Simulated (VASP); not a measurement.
A run of VASP 6.6.1 is set up as follows.

The input INCAR:

```
PREC = Accurate
ENCUT = 520
EDIFF = 1E-6
ISMEAR = 0
SIGMA = 0.1
LREAL = F
LASPH = T
NELM = 60
ALGO = Normal
ISIF = 2
LWAVE = F
LCHARG = T
GGA = PS
LELF = T
LVHAR = T
NBANDS = 21
```

KPOINTS

```
regular mesh
0
Gamma
  14 14 14
```

File POSCAR:

```
Ge
1.0
    0.0000000000      2.4319595708      2.4319595708
    2.4319595708      0.0000000000      2.4319595708
    2.4319595708      2.4319595708      0.0000000000
Ge
2
Direct
    0.5000000000      0.5000000000      0.5000000000
    0.7500000000      0.7500000000      0.7500000000
```

Potentials or basis: VASP PAW PBE potentials, release 64 (Ge_d).

Launch:

```console
$ cat potpaw_PBE.64/Ge_d/POTCAR > POTCAR
$ mpirun -np 1 vasp_std > vasp.out
```

**Question.** Estimate the band gap on the k mesh.

**Answer.** Zero (band 14 reaches 10.58 eV, above the bottom of band 15 at 10.08 eV).

**Question.** Estimate the pressure.

**Answer.** 89.9 GPa.

Caveat: the PAW data sets were made with another functional, which shifts forces and pressure a little.
